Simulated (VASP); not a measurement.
Ta2Si2O: single point with PBE

Ta2Si2O:

```
Ta Si O
1.0
     3.33771    0.00000    0.00000
     0.00000    3.33771    0.00000
     0.00000    0.00000    6.46761
Ta Si O
2 2 1
Direct
  0.00000 0.00000 0.37697
  0.50000 0.50000 0.01845
  0.50000 0.00000 0.70940
  0.00000 0.50000 0.70940
  0.50000 0.50000 0.33157
```

The cell was generated, and may not be a known phase.

- Program: VASP 6.6.1
- Task: single point
- Functional: PBE
- Potentials or basis: VASP PAW PBE potentials, release 64 (Ta_pv, Si, O)
- Cutoff: 520 eV
- k mesh: 4 × 4 × 4
- Occupations: gaussian, width 0.1 eV
- Spin: no spin polarisation
- Dipole correction: no
- Further INCAR settings: ALGO = Normal; EDIFF = 1e-06; NBANDS = 26

```json
{"Pressure": "0.1 GPa", "Largest force": "0.056 eV/Å", "Band gap on the k mesh": "zero (bands 18 and 19 overlap by 1.46 eV)"}
```

Forces on the atoms (eV/Å):
```
Ta   0.000  0.000  0.020
Ta   0.000  0.000 -0.056
Si   0.000  0.000 -0.005
Si   0.000  0.000 -0.005
O    0.000  0.000  0.046
```

Stress tensor (GPa, compression positive):
```
0.04 0.00 0.00
0.00 0.04 0.00
0.00 0.00 0.29
```

Levels at points of the mesh, in eV from the Fermi level:
```
           k point  band 15  band 16  band 17  band 18  band 19  band 20  band 21  band 22
(0.00, 0.00, 0.00)    -3.16    -3.16    -2.12    -0.20     0.84     0.84     1.11     1.99
(0.50, 0.00, 0.00)    -1.43    -0.90    -0.76    -0.59     0.10     0.63     1.42     3.35
(0.50, 0.50, 0.00)    -2.67    -2.67    -1.82     0.66     0.69     0.69     1.66     2.78
(0.00, 0.00, 0.50)    -2.91    -2.71    -2.17    -0.06    -0.06     0.14     0.93     1.16
(0.50, 0.00, 0.50)    -2.24    -1.38    -1.25    -0.54     0.65     1.51     2.38     2.61
(0.50, 0.50, 0.50)    -3.27    -3.27    -3.02     1.04     1.86     1.86     2.78     2.86
```

Wall time 42 s on 1 thread of Intel(R) Xeon(R) Platinum 8488C (Sapphire Rapids) (shared host), peak memory 0.18 GiB.

Caveat: the k points lie up to 0.47 Å⁻¹ apart, too coarse for converged energies and pressures of a metal; spin-orbit coupling is left out, which moves the levels of the heavy elements.
